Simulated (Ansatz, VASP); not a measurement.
## One calculation of CsH, two programs

```
CELL_PARAMETERS angstrom
2.99672 2.99672 0.00000
-2.99672 2.99672 0.00000
0.00000 0.00000 5.99344
ATOMIC_POSITIONS crystal
Cs 0.00000 0.00000 0.00000
Cs 0.50000 0.50000 0.50000
H 0.50000 0.50000 0.00000
H 0.00000 0.00000 0.50000
```

Change from the starting cell: equal strain along all axes, cell held, atoms relaxed: -6.0 %.

Alike in both runs: task single point; functional r2SCAN; k mesh 6 × 6 × 4; occupations gaussian, width 0.02 eV; no spin polarisation.

|  | VASP | Ansatz |
| --- | --- | --- |
| version | VASP 6.6.1 | Ansatz 0.2.0 |
| potentials or method | VASP PAW PBE potentials, release 64 (Cs_sv, H), cutoff 520 eV | scalar-relativistic, plane waves, PAW |
| valence electrons in the cell | 20 | 20 |

VASP gave:

```
gap on the k mesh at the Fermi level (eV) : 2.39
least direct gap on the mesh (eV)         : 2.39
pressure (GPa)                            : 2.7
```

Task: Estimate Ansatz's values.

Result: gap on the k mesh at the Fermi level (eV): 2.42; least direct gap on the mesh (eV): 2.42; pressure (GPa): 2.6.

VASP's potentials were made for PBE, not for r2SCAN.

Spin-orbit coupling is off throughout.
